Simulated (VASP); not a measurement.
A run of VASP 6.6.1:

The input INCAR:

```
SYSTEM = NaF
PREC = Accurate
ENCUT = 600
EDIFF = 1E-6
ISMEAR = 0
SIGMA = 0.02
LREAL = .FALSE.
LASPH = .TRUE.
NELM = 120
ALGO = Normal
ISIF = 2
LWAVE = .FALSE.
LCHARG = .FALSE.
GGA = PS
NBANDS = 14
GGA_COMPAT = .FALSE.
```

KPOINTS

```
Automatic mesh
0
G
  8 8 8
  0 0 0
```

The input POSCAR:

```
NaF
1.0
    0.0000000000      2.3144065516      2.3144065516
    2.3144065516      0.0000000000      2.3144065516
    2.3144065516      2.3144065516      0.0000000000
Na F
1 1
Direct
    0.0000000000      0.0000000000      0.0000000000
    0.5000000000      0.5000000000      0.5000000000
```

Potentials or basis: VASP PAW PBE potentials, release 64 (Na_pv, F).

Launch:

```console
$ cat potpaw_PBE.64/Na_pv/POTCAR potpaw_PBE.64/F/POTCAR > POTCAR
$ mpirun -np 1 vasp_std > vasp.out
```

Hardware: 1 thread of Intel Xeon 8259CL (shared host).

Estimate the wall time of this run.

Wall time 21 s on 1 thread of Intel Xeon 8259CL (shared host), peak memory 0.15 GiB. Counts: scf iterations 12, k points 29.
